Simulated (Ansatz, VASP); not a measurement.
## One calculation of C, two programs

```
CELL_PARAMETERS angstrom
2.60880 0.00000 0.00000
-1.30440 2.25929 0.00000
0.00000 0.00000 12.58450
ATOMIC_POSITIONS crystal
C 0.00000 0.00000 0.18686
C 0.00000 0.00000 0.68686
C 0.00000 0.00000 0.31314
C 0.00000 0.00000 0.81314
C 0.33333 0.66667 0.52077
C 0.66667 0.33333 0.02077
C 0.33333 0.66667 0.97923
C 0.66667 0.33333 0.47923
C 0.33333 0.66667 0.64510
C 0.66667 0.33333 0.14510
C 0.33333 0.66667 0.85490
C 0.66667 0.33333 0.35490
```

Alike in both runs: task single point; functional PBE; k mesh 12 × 12 × 2; occupations gaussian, width 0.05 eV; no spin polarisation.

|  | VASP | Ansatz |
| --- | --- | --- |
| version | VASP 6.6.1 | Ansatz 0.2.0 |
| potentials or method | VASP PAW PBE potentials, release 64 (C), cutoff 520 eV | scalar-relativistic, plane waves, PAW |
| valence electrons in the cell | 48 | 48 |

```csv
,VASP,Ansatz,Ansatz less VASP
gap on the k mesh at the Fermi level (eV),4.08,4.08,+0.008
least direct gap on the mesh (eV),4.95,4.95,+0.005
rms of the force components (eV/Å),0.017,0.017,+0.0003
```

Atom by atom the forces differ by 0.003 eV/Å (rms over components).
